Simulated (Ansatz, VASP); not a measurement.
# SrAl3O2 in VASP and in Ansatz

The input INCAR:

```
PREC = Accurate
ENCUT = 520
EDIFF = 1E-6
ISMEAR = 0
SIGMA = 0.1
LREAL = F
LASPH = T
NELM = 150
ALGO = Normal
ISIF = 2
LWAVE = F
LCHARG = F
ISPIN = 2
MAGMOM = 0 0 0 0 1 1
LORBIT = 11
GGA = PE
NBANDS = 28
```

File KPOINTS:

```
regular mesh
0
Gamma
  6 6 4
```

POSCAR

```
SrAl3O2
1.0
    4.9618168400      0.0000000000      0.0000000000
   -2.4809084200      4.2970594300      0.0000000000
    0.0000000000      0.0000000000      4.8928511700
Sr Al O
1 3 2
Direct
    0.0000000000      0.0000000000      0.5000000000
    0.5000000000      0.0000000000      0.5000000000
    0.0000000000      0.5000000000      0.5000000000
    0.5000000000      0.5000000000      0.5000000000
    0.3333333300      0.6666666700      0.0000000000
    0.6666666700      0.3333333300      0.0000000000
```

Input for Ansatz:

```yaml
crystal:
  lattice:
    - [4.96181684, 0.0, 0.0]
    - [-2.48090842, 4.29705943, 0.0]
    - [0.0, 0.0, 4.89285117]
  atoms:
    - { symbol: Sr, position: [0.0, 0.0, 0.5] }
    - { symbol: Al, position: [0.5, 0.0, 0.5] }
    - { symbol: Al, position: [0.0, 0.5, 0.5] }
    - { symbol: Al, position: [0.5, 0.5, 0.5] }
    - { symbol: O, position: [0.33333333, 0.66666667, 0.0], spin: 1.0 }
    - { symbol: O, position: [0.66666667, 0.33333333, 0.0], spin: 1.0 }
basis:
  ecutwfc: 420
kpoints:
  mp_grid: { grid: [6, 6, 4] }
hamiltonian:
  xc: pbe
scf:
  occupations: { method: gaussian, width: 0.1 }
  lower_state_search: "off"
output:
  forces: true
  stress: true
  eigenvalues: true
  populations: true
magnetization:
  spin_polarized: true
```

Alike in both runs: task single point; functional PBE; k mesh 6 × 6 × 4; occupations gaussian, width 0.1 eV; collinear spin.

|  | VASP | Ansatz |
| --- | --- | --- |
| version | VASP 6.6.1 | Ansatz 0.2.0 |
| potentials or method | VASP PAW PBE potentials, release 64 (Sr_sv, Al, O), cutoff 520 eV | scalar-relativistic, plane waves, PAW |
| valence electrons in the cell | 31 | 31 |

|  | VASP | Ansatz | Ansatz less VASP |
| --- | --- | --- | --- |
| gap on the k mesh at the Fermi level (eV) | none | none | - |
| pressure (GPa) | 20.9 | 20.9 | -0.04 |
| traceless stress, the component that is largest in VASP (GPa) | -50.74 | -50.71 | +0.034 |
| net moment per atom (μB) | 0.11 | 0.11 | -0.001 |
| size of the moment on the site where the two differ most (μB) | 0.35 | 0.41 | +0.062 |

Site moments also hang on the region over which each program counts them. A gap of «none» marks a metal or a gap that the smearing closes. With one functional, cell and mesh, what is left measures potentials, basis and numerics.
